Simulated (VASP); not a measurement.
Wanted: the native input for a VASP 6.6.1 run.

```
Task                   : single point
Functional             : r2SCAN
Potentials or basis    : VASP PAW PBE potentials, release 64 (B, P)
Cutoff                 : 520 eV
k mesh                 : 12 × 12 × 12
Occupations            : gaussian, width 0.05 eV
Spin                   : no spin polarisation
Dipole correction      : no
Further INCAR settings : ALGO = Normal; EDIFF = 1e-07; NBANDS = 11
```

BP:

```
B P
1.0
     0.00000    1.98215    2.97323
     1.98215    0.00000    2.97323
     1.98215    1.98215    0.00000
B P
1 1
Direct
  0.00000 0.00000 0.00000
  0.75000 0.75000 0.75000
```

This cell differs from its parent crystal: ratio of the length along z to the lengths across it x 1.5, volume and fractional coordinates fixed.

One way to write it, as run:

POSCAR

```
BP
1.0
    0.0000000000      1.9821540745      2.9732311117
    1.9821540745      0.0000000000      2.9732311117
    1.9821540745      1.9821540745      0.0000000000
B P
1 1
Direct
    0.0000000000      0.0000000000      0.0000000000
    0.7500000000      0.7500000000      0.7500000000
```

INCAR.step1

```
PREC     = Accurate       # precision mode
ENCUT    = 520            # plane-wave cutoff, eV
ISMEAR   = 0              # smearing method
SIGMA    = 0.05           # smearing width, eV
LREAL    = False          # projectors in reciprocal space
LASPH    = True           # aspherical terms in the spheres
NELM     = 100            # most SCF steps
NBANDS   = 11             # bands
GGA      = PE             # functional
ALGO     = Normal         # electronic algorithm
EDIFF    = 1E-4           # SCF threshold, eV
LWAVE    = True           # write WAVECAR
LCHARG   = False          # write CHGCAR
```

INCAR.step2

```
PREC     = Accurate       # precision mode
ENCUT    = 520            # plane-wave cutoff, eV
EDIFF    = 1E-7           # SCF threshold, eV
ISMEAR   = 0              # smearing method
SIGMA    = 0.05           # smearing width, eV
LREAL    = False          # projectors in reciprocal space
LASPH    = True           # aspherical terms in the spheres
NELM     = 100            # most SCF steps
ALGO     = Normal         # electronic algorithm
ISIF     = 2              # what is computed and relaxed
LWAVE    = False          # write WAVECAR
LCHARG   = False          # write CHGCAR
METAGGA  = R2SCAN         # meta-GGA
LMIXTAU  = True         
NBANDS   = 11             # bands
ISTART   = 1
```

KPOINTS

```
Automatic mesh
0
Gamma
  12 12 12
```

Potentials or basis: VASP PAW PBE potentials, release 64 (B, P).

The run is started by

```console
$ cat potpaw_PBE.64/B/POTCAR potpaw_PBE.64/P/POTCAR > POTCAR
$ cp INCAR.step1 INCAR
$ mpirun -np 1 vasp_std > vasp.out
$ cp INCAR.step2 INCAR
$ mpirun -np 1 vasp_std > vasp.out
```

Results of the run:

The pressure is -4.3 GPa. The band gap on the k mesh is zero (bands 4 and 5 overlap by 2.47 eV).

Caveat: the stress differs along the axes, from -60 to 24 GPa; the PAW data sets were made with another functional, which shifts forces and pressure a little.

Wall time 95 s on 1 thread of Intel(R) Xeon(R) 6975P-C (Granite Rapids), on a shared host, peak memory 0.17 GiB.
